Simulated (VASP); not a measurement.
# K (P6_3/mmc) in VASP: a series of runs

Runs on K. Level: PBE+D3(BJ). Tasks: single point, relaxation of shape and atoms at fixed volume.

Everything below comes from runs of VASP 6.6.1. Logs are shortened: lines on timing, memory, paths and dates and some standing lists are left out, and cuts for length are marked.

## (1) The cell of the first run

The structure is hexagonal, space group P6_3/mmc (No. 194). Conventional cell: a = 4.560 Å, b = 4.560 Å, c = 7.458 Å, α = 90.00°, β = 90.00°, γ = 120.00°.

This isn't the form of K at room conditions, which is bcc.

## (2) Single point, PBE+D3(BJ) (67.16 Å³/atom)

Input file INCAR:

```
PREC = Accurate
ENCUT = 520
EDIFF = 1E-7
ISMEAR = 0
SIGMA = 0.1
LREAL = F
LASPH = T
NELM = 100
ALGO = Fast
ISIF = 2
LWAVE = F
LCHARG = T
GGA = PE
IVDW = 12
LELF = T
LVHAR = T
NBANDS = 16
```

Input file KPOINTS:

```
regular mesh
0
Gamma
  12 12 6
```

Input file POSCAR:

```
K
1.0
    4.5602153222      0.0000000000      0.0000000000
   -2.2801076611      3.9492623157      0.0000000000
    0.0000000000      0.0000000000      7.4581633030
K
2
Direct
    0.3333333333      0.6666666667      0.2500000000
    0.6666666667      0.3333333333      0.7500000000
```

Potentials or basis: VASP PAW PBE potentials, release 64 (K_sv).

Command:

```
$ cat potpaw_PBE.64/K_sv/POTCAR > POTCAR
$ mpirun -np 1 vasp_std > vasp.out
```

OUTCAR:

```text
PREC = Accurate
   ENCUT = 520
   EDIFF = 1E-7
   ISMEAR = 0
   LREAL = F
   LASPH = T
   NELM = 100
   ISIF = 2
   GGA = PE
   IVDW = 12
 IVDW          = 12

 ion  position               nearest neighbor table
   1  0.333  0.667  0.250-
   2  0.667  0.333  0.750-

  LATTYP: Found a hexagonal cell.
 ALAT       =     4.5602153222
 C/A-ratio  =     1.6354849006

  Lattice vectors:

 A1 = (   4.5602153222,   0.0000000000,   0.0000000000)
 A2 = (  -2.2801076611,   3.9492623157,   0.0000000000)
 A3 = (   0.0000000000,   0.0000000000,   7.4581633030)

Analysis of symmetry for initial positions (statically):
=====================================================================
 Subroutine PRICEL returns:
 Original cell was already a primitive cell.

 Routine SETGRP: Setting up the symmetry group for a
 hexagonal supercell.

 Subroutine GETGRP returns: Found 24 space group operations
 (whereof 12 operations were pure point group operations)
 out of a pool of 24 trial point group operations.

The static configuration has the point symmetry D_3d.
 The point group associated with its full space group is D_6h.

Analysis of symmetry for dynamics (positions and initial velocities):
=====================================================================
 Subroutine PRICEL returns:
 Original cell was already a primitive cell.

 Routine SETGRP: Setting up the symmetry group for a
 hexagonal supercell.

 Subroutine GETGRP returns: Found 24 space group operations
 (whereof 12 operations were pure point group operations)
 out of a pool of 24 trial point group operations.

The dynamic configuration has the point symmetry D_3d.
 The point group associated with its full space group is D_6h.

 Subroutine INISYM returns: Found 24 space group operations
 (whereof 12 operations are pure point group operations),
 and found     1 'primitive' translations

----------------------------------------------------------------------------------------

                                     Primitive cell

  volume of cell :     134.3177

  direct lattice vectors                    reciprocal lattice vectors
     4.560215322  0.000000000  0.000000000     0.219287891  0.126605923  0.000000000
    -2.280107661  3.949262316  0.000000000     0.000000000  0.253211846  0.000000000
     0.000000000  0.000000000  7.458163303     0.000000000  0.000000000  0.134081269

  length of vectors
     4.560215322  4.560215322  7.458163303     0.253211846  0.253211846  0.134081269

  position of ions in fractional coordinates (direct lattice)
     0.333333333  0.666666667  0.250000000
     0.666666667  0.333333333  0.750000000

  ion indices of the primitive-cell ions
   primitive index   ion index
                 1           1
                 2           2

----------------------------------------------------------------------------------------

 KPOINTS: regular mesh

Automatic generation of k-mesh.
 Grid dimensions read from file:
 generate k-points for:   12   12    6

 Generating k-lattice:

  Cartesian coordinates                     Fractional coordinates (reciprocal lattice)
     0.018273991  0.010550494  0.000000000     0.083333333  0.000000000  0.000000000
     0.000000000  0.021100987  0.000000000     0.000000000  0.083333333  0.000000000
     0.000000000  0.000000000  0.022346878     0.000000000  0.000000000  0.166666667

  Length of vectors
     0.021100987  0.021100987  0.022346878

  Shift w.r.t. Gamma in fractional coordinates (k-lattice)
     0.000000000  0.000000000  0.000000000

 Subroutine IBZKPT returns following result:
 ===========================================

 Found     76 irreducible k-points:

 Following reciprocal coordinates:
            Coordinates               Weight
  0.000000  0.000000  0.000000      1.000000
  0.083333  0.000000  0.000000      6.000000
  0.166667  0.000000  0.000000      6.000000
  0.250000  0.000000  0.000000      6.000000
  0.333333  0.000000  0.000000      6.000000
  0.416667 -0.000000  0.000000      6.000000
[... 16 lines left out ...]
  0.250000  0.000000  0.166667     12.000000
  0.333333  0.000000  0.166667     12.000000
 [... further k-points ...]
   k-points           NKPTS =     76   k-points in BZ     NKDIM =     76   number of bands    NBANDS=     16
   number of dos      NEDOS =    301   number of ions     NIONS =      2
   total plane-waves  NPLWV =  72576
   dimension x,y,z NGX =    36 NGY =   36 NGZ =   56
   dimension x,y,z NGXF=    72 NGYF=   72 NGZF=  112
   ions per type =               2
   NGX,Y,Z   is equivalent  to a cutoff of  13.12, 13.12, 12.48 a.u.
   NGXF,Y,Z  is equivalent  to a cutoff of  26.25, 26.25, 24.97 a.u.
 SYSTEM =  unknown system
   PREC   = accura    normal or accurate (medium, high low for compatibility)
   ISTART =      0    job   : 0-new  1-cont  2-samecut
   ICHARG =      2    charge: 1-file 2-atom 10-const
   ISPIN  =      1    spin polarized calculation?
   LNONCOLLINEAR =      F non collinear calculations
   LSORBIT =      F    spin-orbit coupling
   LASPH  =      T    aspherical Exc in radial PAW
   ENCUT  =  520.0 eV  38.22 Ry    6.18 a.u.   8.48  8.48 13.87*2*pi/ulx,y,z
   NELM   =    100;   NELMIN=  2; NELMDL= -5     # of ELM steps
   EDIFF  = 0.1E-06   stopping-criterion for ELM
   LREAL  =      F    real-space projection
   EDIFFG = 0.1E-05   stopping-criterion for IOM
   NSW    =      0    number of steps for IOM
   IBRION =     -1    ionic relax: 0-MD 1-quasi-New 2-CG
   NFREE  =      0    steps in history (QN), initial steepest desc. (CG)
   ISIF   =      2    stress and relaxation
   ISYM   =      2    0-nonsym 1-usesym 2-fastsym
   POTIM  = 0.5000    time-step for ionic-motion
   TEBEG  =    0.0;   TEEND  =   0.0 temperature during run
   PSTRESS=    0.0 pullay stress
   NELECT =      18.0000    total number of electrons
   NUPDOWN=      -1.0000    fix difference up-down
   EMIN   =  10.00;   EMAX   =-10.00  energy-range for DOS
   EFERMI =   0.00;   METHOD = LEGACY
   ISMEAR =     0;   SIGMA  =   0.10  broadening in eV -4-tet -1-fermi 0-gaus
   EFERMI_NEDOS =   21; number of points for ismear=-14 and -15
   IALGO  =     68    algorithm
   IMIX   =      4    mixing-type and parameters
     AMIX     =   0.40;   BMIX     =  1.00
     AMIX_MAG =   1.60;   BMIX_MAG =  1.00
[... 41 lines left out ...]
      4     -15.4429      2.00000
      5     -15.4429      2.00000
      6     -15.4305      2.00000
[... 8 lines left out ...]
     15       4.6784      0.00000
     16       4.6802      0.00000

 k-point     2 :       0.0833    0.0000    0.0000
  band No.  band energies     occupation
      1     -31.9869      2.00000
      2     -31.9814      2.00000
      3     -15.5196      2.00000
      4     -15.4475      2.00000
      5     -15.4444      2.00000
      6     -15.4353      2.00000
[... 8 lines left out ...]
     15       4.5538      0.00000
     16       4.8352      0.00000

 k-point     3 :       0.1667    0.0000    0.0000
  band No.  band energies     occupation
      1     -31.9860      2.00000
      2     -31.9809      2.00000
      3     -15.5137      2.00000
      4     -15.4603      2.00000
      5     -15.4484      2.00000
      6     -15.4483      2.00000
[... 8 lines left out ...]
     15       4.4572      0.00000
     16       4.7336      0.00000

 k-point     4 :       0.2500    0.0000    0.0000
  band No.  band energies     occupation
      1     -31.9846      2.00000
      2     -31.9804      2.00000
      3     -15.5049      2.00000
      4     -15.4780      2.00000
      5     -15.4658      2.00000
      6     -15.4536      2.00000
[... 8 lines left out ...]
     15       4.5470      0.00000
     16       4.6604      0.00000

 k-point     5 :       0.3333    0.0000    0.0000
  band No.  band energies     occupation
      1     -31.9832      2.00000
      2     -31.9799      2.00000
      3     -15.4959      2.00000
      4     -15.4947      2.00000
      5     -15.4829      2.00000
      6     -15.4587      2.00000
[... 8 lines left out ...]
     15       4.3407      0.00000
     16       4.9405      0.00000

 k-point     6 :       0.4167   -0.0000    0.0000
  band No.  band energies     occupation
      1     -31.9820      2.00000
      2     -31.9796      2.00000
      3     -15.5091      2.00000
      4     -15.4951      2.00000
      5     -15.4853      2.00000
      6     -15.4624      2.00000
[... 8 lines left out ...]
     15       4.2096      0.00000
     16       5.2255      0.00000

 k-point     7 :       0.5000    0.0000    0.0000
  band No.  band energies     occupation
      1     -31.9815      2.00000
      2     -31.9796      2.00000
      3     -15.5139      2.00000
      4     -15.4996      2.00000
      5     -15.4809      2.00000
      6     -15.4637      2.00000
[... 8 lines left out ...]
     15       4.1648      0.00000
     16       5.3548      0.00000

 k-point     8 :       0.0833    0.0833    0.0000
  band No.  band energies     occupation
      1     -31.9863      2.00000
      2     -31.9811      2.00000
      3     -15.5156      2.00000
      4     -15.4554      2.00000
      5     -15.4494      2.00000
      6     -15.4421      2.00000
[... 8 lines left out ...]
     15       4.6453      0.00000
     16       4.6540      0.00000

 k-point     9 :       0.1667    0.0833    0.0000
  band No.  band energies     occupation
      1     -31.9851      2.00000
      2     -31.9806      2.00000
      3     -15.5083      2.00000
      4     -15.4696      2.00000
      5     -15.4619      2.00000
      6     -15.4497      2.00000
[... 8 lines left out ...]
     15       4.5115      0.00000
     16       4.6517      0.00000
[... 172 lines left out ...]
 k-point    19 :       0.3333    0.3333    0.0000
  band No.  band energies     occupation
      1     -31.9801      2.00000
      2     -31.9801      2.00000
      3     -15.4988      2.00000
      4     -15.4858      2.00000
      5     -15.4858      2.00000
      6     -15.4718      2.00000
[... 8 lines left out ...]
     15       3.2623      0.00000
     16       4.4965      0.00000

 k-point    20 :       0.0000    0.0000    0.1667
  band No.  band energies     occupation
      1     -31.9869      2.00000
      2     -31.9819      2.00000
      3     -15.5156      2.00000
      4     -15.4420      2.00000
      5     -15.4420      2.00000
      6     -15.4364      2.00000
[... 8 lines left out ...]
     15       4.5955      0.00000
     16       4.5956      0.00000

 k-point    21 :       0.0833    0.0000    0.1667
  band No.  band energies     occupation
      1     -31.9866      2.00000
      2     -31.9818      2.00000
      3     -15.5139      2.00000
      4     -15.4466      2.00000
      5     -15.4435      2.00000
      6     -15.4399      2.00000
[... 8 lines left out ...]
     15       4.3831      0.00000
     16       4.6443      0.00000

 k-point    22 :       0.1667    0.0000    0.1667
  band No.  band energies     occupation
      1     -31.9856      2.00000
      2     -31.9813      2.00000
      3     -15.5092      2.00000
      4     -15.4589      2.00000
      5     -15.4521      2.00000
      6     -15.4473      2.00000
[... 8 lines left out ...]
     15       4.4076      0.00000
     16       4.6984      0.00000

 k-point    23 :       0.2500    0.0000    0.1667
  band No.  band energies     occupation
      1     -31.9843      2.00000
      2     -31.9806      2.00000
      3     -15.5034      2.00000
      4     -15.4750      2.00000
      5     -15.4688      2.00000
      6     -15.4524      2.00000
[... 8 lines left out ...]
     15       4.5066      0.00000
     16       4.6783      0.00000

 k-point    24 :       0.3333    0.0000    0.1667
  band No.  band energies     occupation
      1     -31.9829      2.00000
      2     -31.9801      2.00000
      3     -15.5038      2.00000
      4     -15.4882      2.00000
      5     -15.4808      2.00000
      6     -15.4574      2.00000
[... 8 lines left out ...]
     15       4.3678      0.00000
     16       4.8913      0.00000

 [... further k-points ...]

------------------------ aborting loop because EDIFF is reached ----------------------------------------

 Edisp (eV)   -0.24787

 E8    (eV) :    -0.1332

  FORCE on cell =-STRESS in cart. coord.  units (eV):
  Direction    XX          YY          ZZ          XY          YZ          ZX
  --------------------------------------------------------------------------------------
  -------------------------------------------------------------------------------------
  Total       0.09504     0.09504     0.09122     0.00000     0.00000     0.00000
  in kB       1.13362     1.13362     1.08805     0.00000     0.00000     0.00000
  external pressure =        1.12 kB  Pullay stress =        0.00 kB

 VOLUME and BASIS-vectors are now :
 -----------------------------------------------------------------------------
  energy-cutoff  :      520.00
  volume of cell :      134.32
      direct lattice vectors                 reciprocal lattice vectors
     4.560215322  0.000000000  0.000000000     0.219287891  0.126605923  0.000000000
    -2.280107661  3.949262316  0.000000000     0.000000000  0.253211846  0.000000000
     0.000000000  0.000000000  7.458163303     0.000000000  0.000000000  0.134081269

 POSITION                                       TOTAL-FORCE (eV/Angst)
 -----------------------------------------------------------------------------------
     -0.00000      2.63284      1.86454        -0.000000      0.000000      0.000000
      2.28011      1.31642      5.59362         0.000000     -0.000000      0.000000
 -----------------------------------------------------------------------------------
    total drift:                                0.000000     -0.000000      0.000000

  FREE ENERGIE OF THE ION-ELECTRON SYSTEM (eV)
  ---------------------------------------------------
  free  energy   TOTEN  =        -2.3315922309 eV

  energy  without entropy=       -2.3242448207  energy(sigma->0) =       -2.32791853
```

Run time: 68 s. Hardware: 1 thread of Intel Xeon 6975P-C (Granite Rapids), shared host; peak memory 0.33 GiB.

What came out:

```yaml
Free_energy: -2.3316 eV
Pressure: 0.1 GPa
Band_gap_on_the_k_mesh: zero (bands 9 and 10 overlap by 2.74 eV)
Dispersion_energy_per_atom: -0.124 eV
```

## (3) Single point, PBE+D3(BJ)

This run uses another cell than the first one, of 69.24 Å³/atom.

Input file INCAR:

```
PREC = Accurate ; ENCUT = 520
EDIFF = 1E-6 ; ISMEAR = 0
SIGMA = 0.1 ; LREAL = False
LASPH = True ; NELM = 60
ALGO = Fast ; ISIF = 2
LWAVE = False ; LCHARG = True
GGA = PE ; IVDW = 12
LELF = True ; LVHAR = True
NBANDS = 16
```

KPOINTS is that of step 2.

Input file POSCAR:

```
K
1.0
    4.6067513457      0.0000000000      0.0000000000
   -2.3033756728      3.9895636943      0.0000000000
    0.0000000000      0.0000000000      7.5342722668
K
2
Direct
    0.3333333333      0.6666666667      0.2500000000
    0.6666666667      0.3333333333      0.7500000000
```

Potentials or basis: VASP PAW PBE potentials, release 64 (K_sv).

Command:

```
$ cat potpaw_PBE.64/K_sv/POTCAR > POTCAR
$ mpirun -np 1 vasp_std > vasp.out
```

Wall time 54 s (1 thread of Intel Xeon 6975P-C (Granite Rapids), shared host); peak memory 0.33 GiB.

Results (log left out):

```
Free energy                : -2.3331 eV
Pressure                   : 0.0 GPa
Band gap on the k mesh     : zero (bands 9 and 10 overlap by 2.71 eV)
Dispersion energy per atom : -0.120 eV
```

Levels at points of the mesh, in eV from the Fermi level:
| k point | band 5 | band 6 | band 7 | band 8 | band 9 | band 10 | band 11 | band 12 | band 13 | band 14 |
| --- | --- | --- | --- | --- | --- | --- | --- | --- | --- | --- |
| (0.00, 0.00, 0.00) | -15.53 | -15.52 | -15.52 | -15.52 | -2.22 | 0.34 | 0.59 | 4.16 | 4.16 | 4.23 |
| (0.50, 0.00, 0.00) | -15.56 | -15.55 | -15.54 | -15.53 | 0.15 | 0.28 | 1.65 | 1.99 | 2.39 | 2.86 |
| (0.00, 0.00, 0.50) | -15.52 | -15.52 | -15.52 | -15.52 | -1.48 | -1.48 | 2.81 | 2.81 | 4.20 | 4.20 |
| (0.50, 0.00, 0.50) | -15.54 | -15.54 | -15.54 | -15.54 | 0.64 | 0.64 | 0.92 | 0.92 | 3.12 | 3.12 |

## (4) Single point, PBE+D3(BJ) (76.16 Å³/atom)

This run uses another cell than the first one, of 76.16 Å³/atom.

Input file INCAR:

```
SYSTEM = K
ALGO = Fast
EDIFF = 1E-6
ENCUT = 520
GGA = PE
ISIF = 2
ISMEAR = 0
IVDW = 12
LASPH = .True.
LCHARG = .False.
LREAL = .False.
LWAVE = .False.
NBANDS = 16
NELM = 100
PREC = Accurate
SIGMA = 0.1
```

Input file KPOINTS:

```
k-points
0
Gamma
  12 12 6
  0 0 0
```

Input file POSCAR:

```
K
1.0
    4.7554578110      0.0000000000      0.0000000000
   -2.3777289055      4.1183472710      0.0000000000
    0.0000000000      0.0000000000      7.7774794454
K
2
Direct
    0.3333333333      0.6666666667      0.2500000000
    0.6666666667      0.3333333333      0.7500000000
```

Command:

```
$ cat potpaw_PBE.64/K_sv/POTCAR > POTCAR
$ mpirun -np 1 vasp_std > vasp.out
```

It took 54 s on 1 thread of Intel Xeon 6975P-C (Granite Rapids), shared host; peak memory 0.35 GiB.

It converged, with:

| Quantity | Value |
| --- | --- |
| Free energy | -2.3176 eV |
| Pressure | -0.3 GPa |
| Band gap on the k mesh | zero (bands 9 and 10 overlap by 2.62 eV) |
| Dispersion energy per atom | -0.109 eV |

Levels at points of the mesh, in eV from the Fermi level:
| k point | band 7 | band 8 | band 9 | band 10 | band 11 | band 12 |
| --- | --- | --- | --- | --- | --- | --- |
| (0.00, 0.00, 0.00) | -15.58 | -15.58 | -2.09 | 0.33 | 0.55 | 4.07 |
| (0.50, 0.00, 0.00) | -15.60 | -15.59 | 0.14 | 0.27 | 1.67 | 1.99 |
| (0.00, 0.00, 0.50) | -15.59 | -15.59 | -1.40 | -1.40 | 2.73 | 2.73 |
| (0.50, 0.00, 0.50) | -15.60 | -15.60 | 0.64 | 0.64 | 0.86 | 0.86 |

## (5) Relaxation of shape and atoms at fixed volume, PBE+D3(BJ) (63.00 Å³/atom)

This run uses another cell than the first one, of 63.00 Å³/atom.

Input file INCAR:

```
SYSTEM = K
PREC = Accurate ; ENCUT = 600
EDIFF = 1E-6 ; ISMEAR = 0
SIGMA = 0.1 ; LREAL = .False.
LASPH = .True. ; NELM = 100
ALGO = Fast ; ISIF = 4
LWAVE = .False. ; LCHARG = .False.
GGA = PE ; IVDW = 12
IBRION = 2 ; NSW = 50
EDIFFG = -0.01
```

Input file KPOINTS:

```
regular mesh
0
Gamma
  12 12 6
  0 0 0
```

Input file POSCAR:

```
K
1.0
    4.4641821042      0.0000000000      0.0000000000
   -2.2320910521      3.8660951093      0.0000000000
    0.0000000000      0.0000000000      7.3011024250
K
2
Direct
    0.3333333333      0.6666666667      0.2500000000
    0.6666666667      0.3333333333      0.7500000000
```

Command:

```
$ cat potpaw_PBE.64/K_sv/POTCAR > POTCAR
$ mpirun -np 1 vasp_std > vasp.out
```

Run time: 50 s. Hardware: 1 thread of Intel Xeon 6975P-C (Granite Rapids), shared host; peak memory 0.34 GiB.

The run converged. Its results:

```yaml
Free_energy: -2.3173 eV
Pressure_after_relaxing: 0.4 GPa
Band_gap_on_the_k_mesh: zero (bands 9 and 10 overlap by 2.80 eV)
Dispersion_energy_per_atom: -0.132 eV
```

Final structure:
```
CELL_PARAMETERS angstrom
4.46418 0.00000 0.00000
-2.23209 3.86610 0.00000
0.00000 0.00000 7.30110
ATOMIC_POSITIONS crystal
K 0.33333 0.66667 0.25000
K 0.66667 0.33333 0.75000
```

Levels at points of the mesh, in eV from the Fermi level:
| k point | band 6 | band 7 | band 8 | band 9 | band 10 | band 11 | band 12 | band 13 |
| --- | --- | --- | --- | --- | --- | --- | --- | --- |
| (0.00, 0.00, 0.00) | -15.47 | -15.47 | -15.47 | -2.36 | 0.33 | 0.64 | 4.24 | 4.31 |
| (0.50, 0.00, 0.00) | -15.51 | -15.49 | -15.48 | 0.16 | 0.30 | 1.61 | 1.98 | 2.49 |
| (0.00, 0.00, 0.50) | -15.47 | -15.47 | -15.47 | -1.56 | -1.56 | 2.87 | 2.87 | 4.28 |
| (0.50, 0.00, 0.50) | -15.50 | -15.50 | -15.50 | 0.62 | 0.62 | 1.00 | 1.00 | 3.15 |

Caveat: the relaxation stopped at its first step, so nothing moved.

## (6) The runs side by side

| task | cell | cutoff (eV) | gap on the mesh (eV) | pressure (GPa) |
| --- | --- | --- | --- | --- |
| single point | a = 4.560, b = 4.560, c = 7.458 Å, angles 90.0, 90.0, 120.0°, 2 atoms | 520 | none | 0.1 |
| single point | a = 4.607, b = 4.607, c = 7.534 Å, angles 90.0, 90.0, 120.0°, 2 atoms | 520 | none | 0.0 |
| single point | a = 4.755, b = 4.755, c = 7.777 Å, angles 90.0, 90.0, 120.0°, 2 atoms | 520 | none | -0.3 |
| relaxation of shape and atoms at fixed volume | relaxed from a = 4.464, b = 4.464, c = 7.301 Å, angles 90.0, 90.0, 120.0°, 2 atoms | 600 | none | 0.4 |

Alike in all rows: level PBE+D3(BJ); potentials or basis VASP PAW PBE potentials, release 64 (K_sv); no spin polarisation; k mesh 12 × 12 × 6; smearing gaussian 0.1 eV.

Caveats: the relaxation stopped at its first step, so nothing moved (at least some runs).

Total energies depend on the potentials used, so only differences within one code and one set of settings carry meaning.
